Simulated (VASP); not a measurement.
A run of VASP 6.6.1 is set up as follows.

INCAR

```
ALGO = Normal
EDIFF = 1E-7
ENCUT = 520
GGA = PE
ISIF = 2
ISMEAR = 0
LASPH = T
LCHARG = T
LELF = T
LREAL = F
LVHAR = T
LWAVE = F
NBANDS = 26
NELM = 60
PREC = Accurate
SIGMA = 0.01
```

The input KPOINTS:

```
k-points
0
Gamma
  9 9 4
```

POSCAR

```
C
1.0
    2.4925614234      0.0000000000      0.0000000000
   -1.2462807117      2.1586215132      0.0000000000
    0.0000000000      0.0000000000      8.2205750892
C
8
Direct
    0.0000000000      0.0000000000      0.0007812096
    0.3333333333      0.6666666667      0.2492781312
    0.0000000000      0.0000000000      0.5007812096
    0.6666666667      0.3333333333      0.7492781312
    0.0000000000      0.0000000000      0.1867187904
    0.3333333333      0.6666666667      0.4382218688
    0.0000000000      0.0000000000      0.6867187904
    0.6666666667      0.3333333333      0.9382218688
```

Potentials or basis: VASP PAW PBE potentials, release 64 (C).

The run is started by

```bash
$ cat potpaw_PBE.64/C/POTCAR > POTCAR
$ mpirun -np 1 vasp_std > vasp.out
```

(1) What does it give for the pressure?

(2) What does it give for the band gap on the k mesh?

(3) Estimate the largest force.

Answers

(1) 14.8 GPa.

(2) 4.63 eV, indirect (least direct gap 5.36 eV).

(3) 0.030 eV/Å.
